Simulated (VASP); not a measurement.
**Ca3Si2N: single point with PBE**

The system is Ca3Si2N.

```xyz
6
Lattice="3.8756 0.0000 0.0000 0.0000 3.8756 0.0000 0.0000 0.0000 8.9410" Properties=species:S:1:pos:R:3 pbc="T T T"
Ca    1.9378    1.9378    0.0000
Ca    0.0000    1.9378    3.2215
Ca    1.9378    0.0000    5.7195
Si    0.0000    1.9378    6.6895
Si    1.9378    0.0000    2.2515
N     0.0000    0.0000    0.0000
```

The cell was built from a structure type or drawn by symmetry, and may not be a known phase.

| Quantity | Value |
| --- | --- |
| Program | VASP 6.6.1 |
| Task | single point |
| Functional | PBE |
| Potentials or basis | VASP PAW PBE potentials, release 64 (Ca_sv, Si, N) |
| Cutoff | 520 eV |
| k mesh | 10 × 10 × 4 |
| Occupations | gaussian, width 0.1 eV |
| Spin | no spin polarisation |
| Dipole correction | no |
| Further INCAR settings | ALGO = Normal; EDIFF = 1e-06; NBANDS = 30 |

```json
{
 "Pressure": "0.1 GPa",
 "Largest force": "0.006 eV/Å",
 "Band gap on the k mesh": "zero (an odd number of electrons rules out a gap without spin polarisation)"
}
```

Forces in eV/Å, atoms in the order of the input:
```
Ca   0.000  0.000  0.000
Ca   0.000  0.000  0.006
Ca   0.000  0.000 -0.006
Si   0.000  0.000  0.001
Si   0.000  0.000 -0.001
N    0.000  0.000  0.000
```

Levels at points of the mesh, in eV from the Fermi level:
```tsv
k point	band 17	band 18	band 19	band 20	band 21	band 22	band 23	band 24	band 25	band 26
(0.00, 0.00, 0.00)	-2.21	-1.00	-1.00	0.63	0.63	0.63	0.79	1.56	1.56	1.89
(0.50, 0.00, 0.00)	-3.09	-2.53	-1.45	-0.93	-0.17	-0.11	0.22	0.58	1.93	2.55
(0.50, 0.50, 0.00)	-2.10	-2.01	-2.01	-1.61	-1.24	-0.11	-0.11	0.66	0.97	1.13
(0.00, 0.00, 0.50)	-1.24	-1.01	-1.01	-0.07	0.72	0.72	0.98	1.45	1.45	1.75
(0.50, 0.00, 0.50)	-2.92	-2.10	-1.81	-1.45	-0.33	0.23	0.61	0.72	2.12	2.41
(0.50, 0.50, 0.50)	-2.11	-2.10	-2.10	-1.63	-1.19	0.24	0.24	0.25	1.06	1.57
```

It took 3 min on 1 thread of AMD EPYC 7R13 Processor (Zen 3) (shared host), peak memory 0.35 GiB.
